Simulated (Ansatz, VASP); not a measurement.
# Two plane-wave programs on CaSe

```xyz
2
Lattice="0.0000 2.9675 2.9675 3.0907 0.0000 2.9675 3.0907 2.9675 0.0000" Properties=species:S:1:pos:R:3 pbc="T T T"
Ca    0.0000    0.0000    0.0000
Se    3.0907    2.9675    2.9675
```

Change from the starting cell: uniaxial_x strain +4.2%.

Alike in both runs: task single point; functional PBE; k mesh 8 × 8 × 8; occupations fermi-dirac, width 0.02 eV; no spin polarisation.

|  | VASP | Ansatz |
| --- | --- | --- |
| version | VASP 6.6.1 | Ansatz 0.2.0 |
| potentials or method | VASP PAW PBE potentials, release 64 (Ca_sv, Se) | plane waves, PAW |
| plane-wave cutoff (eV) | 520 | 420 |
| valence electrons in the cell | 16 | 26 |

Ansatz gave:

```
gap on the k mesh at the Fermi level (eV)                     : 2.14
pressure (GPa)                                                : -1.1
traceless stress, the component that is largest in VASP (GPa) : -1.84
```

Q: What did VASP give for the same quantities?

A: gap on the k mesh at the Fermi level (eV): 2.13; pressure (GPa): -1.0; traceless stress, the component that is largest in VASP (GPa): -1.87.

With one functional, cell and mesh, what is left measures potentials, basis and numerics. VASP's potentials hold 16 valence electrons a cell and Ansatz's 26, so a difference there can come from the potentials and not from the codes.
